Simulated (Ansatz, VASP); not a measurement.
# One calculation of CsBr, two programs

Contents of INCAR:

```
SYSTEM = CsBr
  PREC = Accurate
  ENCUT = 500
  EDIFF = 1E-6
  ISMEAR = 0
  SIGMA = 0.02
  LREAL = .FALSE.
  LASPH = .TRUE.
  NELM = 120
  ALGO = Normal
  ISIF = 2
  LWAVE = .FALSE.
  LCHARG = .FALSE.
  GGA = PE
  NBANDS = 15
  GGA_COMPAT = .FALSE.
```

Contents of KPOINTS:

```
Automatic mesh
0
G
  6 6 6
  0 0 0
```

POSCAR

```
CsBr
1.0
    4.1598630200      0.0000000000      0.0000000000
    0.0000000000      4.1598630200      0.0000000000
    0.0000000000      0.0000000000      4.1598630200
Cs Br
1 1
Direct
    0.0000000000      0.0000000000      0.0000000000
    0.5000000000      0.5000000000      0.5000000000
```

Input for Ansatz:

```yaml
crystal:
  lattice:
    - [4.15986302, 0.0, 0.0]
    - [0.0, 4.15986302, 0.0]
    - [0.0, 0.0, 4.15986302]
  atoms:
    - { symbol: Cs, position: [0.0, 0.0, 0.0] }
    - { symbol: Br, position: [0.5, 0.5, 0.5] }
basis:
  ecutwfc: 420
kpoints:
  mp_grid: { grid: [6, 6, 6] }
hamiltonian:
  xc: pbe
scf:
  occupations: { method: gaussian, width: 0.02 }
output:
  forces: true
  stress: true
  eigenvalues: true
  populations: true
```

Alike in both runs: task single point; functional PBE; k mesh 6 × 6 × 6; occupations gaussian, width 0.02 eV; no spin polarisation.

|  | VASP | Ansatz |
| --- | --- | --- |
| version | VASP 6.6.1 | Ansatz 0.2.0 |
| potentials or method | VASP PAW PBE potentials, release 64 (Cs_sv, Br), cutoff 500 eV | scalar-relativistic, plane waves, PAW |
| valence electrons in the cell | 16 | 16 |

Ansatz gave:

| Quantity | Value |
| --- | --- |
| gap on the k mesh at the Fermi level (eV) | 4.79 |
| least direct gap on the mesh (eV) | 4.79 |
| pressure (GPa) | 3.0 |

Problem. Estimate VASP's values.

Solution. gap on the k mesh at the Fermi level (eV): 4.77; least direct gap on the mesh (eV): 4.77; pressure (GPa): 3.1.

The functional is the same, so the differences come from potentials, cutoffs and numerics.

Neither program's run includes spin-orbit coupling.
